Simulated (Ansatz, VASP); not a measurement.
# NaCl in VASP and in Ansatz

File INCAR:

```
SYSTEM = NaCl
ALGO = Normal ; EDIFF = 1E-6
ENCUT = 520 ; GGA = PS
ISIF = 2 ; ISMEAR = 0
LASPH = .TRUE. ; LCHARG = .FALSE.
LREAL = .FALSE. ; LWAVE = .FALSE.
NBANDS = 14 ; NELM = 80
PREC = Accurate ; SIGMA = 0.02
```

Contents of KPOINTS:

```
k-points
0
G
  8 8 8
  0 0 0
```

Contents of POSCAR:

```
NaCl
1.0
    0.0000000000      2.8317500000      2.8317500000
    2.8317500000      0.0000000000      2.8317500000
    2.8317500000      2.8317500000      0.0000000000
Na Cl
1 1
Direct
    0.0264853889      0.0264853889     -0.0264853889
    0.5000000000      0.5000000000      0.5000000000
```

Input for Ansatz:

```yaml
crystal:
  lattice:
    - [0.0, 2.83175, 2.83175]
    - [2.83175, 0.0, 2.83175]
    - [2.83175, 2.83175, 0.0]
  atoms:
    - { symbol: Na, position: [0.0264853889, 0.0264853889, -0.0264853889] }
    - { symbol: Cl, position: [0.5, 0.5, 0.5] }
basis:
  ecutwfc: 420
kpoints:
  mp_grid: { grid: [8, 8, 8] }
hamiltonian:
  xc: pbesol
scf:
  occupations: { method: gaussian, width: 0.02 }
output:
  forces: true
  stress: true
  eigenvalues: true
```

Change from the starting cell: one atom moved.

Alike in both runs: task single point; functional PBEsol; k mesh 8 × 8 × 8; occupations gaussian, width 0.02 eV; no spin polarisation.

```csv
,VASP,Ansatz
version,VASP 6.6.1,Ansatz 0.2.0
potentials or method,"VASP PAW PBE potentials, release 64 (Na_pv, Cl), cutoff 520 eV","scalar-relativistic, plane waves, PAW"
valence electrons in the cell,14,16
```

```csv
,VASP,Ansatz,Ansatz less VASP
gap on the k mesh at the Fermi level (eV),4.89,4.89,+0.004
least direct gap on the mesh (eV),4.89,4.89,+0.004
pressure (GPa),-0.5,-0.6,-0.02
"traceless stress, the component that is largest in VASP (GPa)",0.56,0.55,-0.009
rms of the force components (eV/Å),0.117,0.115,-0.0022
```

VASP's potentials were made for PBE, not for PBEsol. Atom by atom the forces differ by 0.002 eV/Å (rms over components). VASP's potentials hold 14 valence electrons a cell and Ansatz's 16, so a difference there can come from the potentials and not from the codes.
